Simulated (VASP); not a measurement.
A run of VASP 6.6.1 is set up as follows.

File INCAR:

```
ALGO = Normal
EDIFF = 1E-6
ENCUT = 520
GGA = PE
ISIF = 2
ISMEAR = 0
IVDW = 12
LASPH = T
LCHARG = F
LREAL = F
LWAVE = F
NBANDS = 49
NELM = 60
PREC = Accurate
SIGMA = 0.05
```

File KPOINTS:

```
k-points
0
Gamma
  9 9 2
```

Contents of POSCAR:

```
SnO2
1.0
   -3.2372529198      0.0000000000      0.0000000000
   -1.6186264599     -2.8035432670      0.0000000000
   -0.4855879380     -0.2803543268     15.6754773976
Sn O
3 6
Direct
    0.6255991831      0.6255991831      0.4106748359
    0.9863117514     -0.0136882486      0.1368824855
    0.2648866147      0.2648866147      0.6844671862
    0.6466592891      0.6466592891      0.2000737752
    0.9252341524     -0.0747658476      0.7476584759
    0.2859467208      0.2859467208      0.4738661255
    0.6045390770      0.6045390770      0.6212758966
    0.9652516454     -0.0347483546      0.3474835462
    0.3259642137      0.3259642137      0.0736911959
```

Potentials or basis: VASP PAW PBE potentials, release 64 (Sn_d, O).

Launch:

```console
$ cat potpaw_PBE.64/Sn_d/POTCAR potpaw_PBE.64/O/POTCAR > POTCAR
$ mpirun -np 1 vasp_std > vasp.out
```

Q: Estimate the band gap on the k mesh.

A: 1.93 eV (least direct gap 2.10 eV).

Q: What does it give for the pressure?

A: 0.4 GPa.

Forces on the atoms (eV/Å):
```
Sn   0.000  0.000  0.000
Sn   0.000  0.000  0.144
Sn   0.000  0.000 -0.144
O    0.000  0.000  0.067
O    0.000  0.000  0.247
O    0.000  0.000  0.054
O    0.000  0.000 -0.067
O    0.000  0.000 -0.054
O    0.000  0.000 -0.247
```

Caveat: spin-orbit coupling is left out, which moves the levels of the heavy elements; an odd mesh through Γ misses points on the zone boundary, where band edges can lie.
